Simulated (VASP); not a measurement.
A run of VASP 6.6.1:

The input INCAR:

```
PREC = Accurate
ENCUT = 500
EDIFF = 1E-6
ISMEAR = 0
SIGMA = 0.1
LREAL = F
LASPH = T
NELM = 120
ALGO = Normal
ISIF = 2
LWAVE = F
LCHARG = F
GGA = PE
NBANDS = 23
GGA_COMPAT = F
```

The input KPOINTS:

```
regular mesh
0
Gamma
  6 6 6
```

Contents of POSCAR:

```
Si4Sn
1.0
    1.8082284594      1.0439811878      8.3229189203
   -1.8082284594      1.0439811878      8.3229189203
    0.0000000000     -2.0879623755      8.3229189203
Si Sn
4 1
Direct
    0.4156908561      0.4156908561      0.4156908561
    0.5843091439      0.5843091439      0.5843091439
    0.2000737827      0.2000737827      0.2000737827
    0.7999262173      0.7999262173      0.7999262173
    0.0000000000      0.0000000000      0.0000000000
```

Potentials or basis: VASP PAW PBE potentials, release 64 (Si, Sn_d).

Command:

```bash
$ cat potpaw_PBE.64/Si/POTCAR potpaw_PBE.64/Sn_d/POTCAR > POTCAR
$ mpirun -np 1 vasp_std > vasp.out
```

Hardware: 1 thread of Intel(R) Xeon(R) 6975P-C (Granite Rapids), with other jobs on the host.

Q: How long does it take, and how much memory?

A: Wall time 2.6 min on 1 thread of Intel(R) Xeon(R) 6975P-C (Granite Rapids), with other jobs on the host, peak memory 0.53 GiB. Counts: scf iterations 13, k points 32.
